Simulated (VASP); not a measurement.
Set up this calculation in VASP 6.6.1, as the native input.

```
Task                   : single point
Functional             : PBE
Potentials or basis    : VASP PAW PBE potentials, release 64 (Nb_sv)
Cutoff                 : 500 eV
k mesh                 : 11 × 11 × 11
Occupations            : methfessel-paxton, width 0.1 eV
Spin                   : no spin polarisation
Dipole correction      : no
Further INCAR settings : ALGO = Normal; EDIFF = 1e-06; NBANDS = 12
```

The structure of Nb lies in POSCAR:

```
Nb
1.0
   -1.6299823056      1.6299823056      1.6299823056
    1.6299823056     -1.6299823056      1.6299823056
    1.6299823056      1.6299823056     -1.6299823056
Nb
1
Direct
    0.0000000000      0.0000000000      0.0000000000
```

One way to write it, as run:

INCAR

```
SYSTEM = Nb
ALGO = Normal ; EDIFF = 1E-6
ENCUT = 500 ; GGA = PE
GGA_COMPAT = .FALSE. ; ISIF = 2
ISMEAR = 1 ; LASPH = .TRUE.
LCHARG = .TRUE. ; LELF = .TRUE.
LREAL = .FALSE. ; LVHAR = .TRUE.
LWAVE = .FALSE. ; NBANDS = 12
NELM = 120 ; PREC = Accurate
SIGMA = 0.1
```

KPOINTS

```
k-points
0
G
  11 11 11
  0 0 0
```

Potentials or basis: VASP PAW PBE potentials, release 64 (Nb_sv).

Command:

```console
$ cat potpaw_PBE.64/Nb_sv/POTCAR > POTCAR
$ mpirun -np 1 vasp_std > vasp.out
```

It gave:

| Item | Value |
| --- | --- |
| Pressure | 8.9 GPa |

Wall time 16 s on 1 thread of Intel Xeon 8259CL (shared host), peak memory 0.14 GiB.
